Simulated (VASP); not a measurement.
SiSb2: relaxation of cell and atoms with PBE

SiSb2:

```
Si Sb
1.0
     0.00000    3.41633    3.41633
     3.41633    0.00000    3.41633
     3.41633    3.41633    0.00000
Si Sb
1 2
Cartesian
  0.0000 0.0000 0.0000
  1.7082 1.7082 1.7082
  5.1245 5.1245 5.1245
```

```json
{
 "Program": "VASP 6.6.1",
 "Task": "relaxation of cell and atoms",
 "Functional": "PBE",
 "Potentials or basis": "VASP PAW PBE potentials, release 64 (Si, Sb)",
 "Cutoff": "600 eV",
 "k mesh": "12 × 12 × 12",
 "Occupations": "gaussian, width 0.1 eV",
 "Spin": "no spin polarisation",
 "Dipole correction": "no",
 "Further INCAR settings": "ALGO = Normal; EDIFF = 1e-06; IBRION = 2; EDIFFG = -0.01; NSW = 100; ISIF = 3"
}
```

```
Relaxed volume                        : 26.19 Å³/atom
Relaxed cell                          : a = 4.807 Å, b = 4.807 Å, c = 4.807 Å, α = 60.00°, β = 60.00°, γ = 60.00°
Space group after relaxing (to 0.1 Å) : Fm-3m (No. 225)
Energy gained by relaxing             : 1.0 meV/atom
Ionic steps                           : 3
Pressure after relaxing               : 0.0 GPa
Band gap on the k mesh                : zero (bands 7 and 8 overlap by 3.97 eV)
```

The path:
| step | energy change (eV) | largest force (eV/Å) | pressure (GPa) | volume (Å³) |
| --- | --- | --- | --- | --- |
| 1 | 0.0000 | 0.0000 | -0.79 | 79.75 |
| 2 | -0.0027 | 0.0000 | 0.23 | 78.24 |
| 3 | -0.0030 | 0.0000 | 0.01 | 78.57 |

Final structure:
```cif
data_structure
_symmetry_space_group_name_H-M 'P 1'
_symmetry_Int_Tables_number 1
_cell_length_a 4.8075
_cell_length_b 4.8075
_cell_length_c 4.8075
_cell_angle_alpha 60.000
_cell_angle_beta 60.000
_cell_angle_gamma 60.000
_cell_volume 78.57
loop_
_atom_site_label
_atom_site_type_symbol
_atom_site_fract_x
_atom_site_fract_y
_atom_site_fract_z
_atom_site_occupancy
Si1 Si 0.00000 0.00000 0.00000 1
Sb1 Sb 0.25000 0.25000 0.25000 1
Sb2 Sb 0.75000 0.75000 0.75000 1
```

Levels at points of the mesh, in eV from the Fermi level:
```
           k point  band 4  band 5  band 6  band 7  band 8  band 9  band 10  band 11
(0.00, 0.00, 0.00)   -2.60   -2.60   -2.60   -1.70   -1.70   -1.70     2.39     2.39
(0.50, 0.00, 0.00)   -3.30   -3.30   -1.67   -1.67   -1.48    2.48     3.69     3.69
(0.50, 0.50, 0.00)   -4.96   -4.96   -2.09    2.27    2.27    2.73     4.05     4.20
```

Wall time 110 s on 1 thread of Intel(R) Xeon(R) Platinum 8259CL CPU @ 2.50GHz (Skylake/Cascade Lake), on a shared host, peak memory 0.29 GiB.

Caveat: spin-orbit coupling is left out, which moves the levels of the heavy elements.
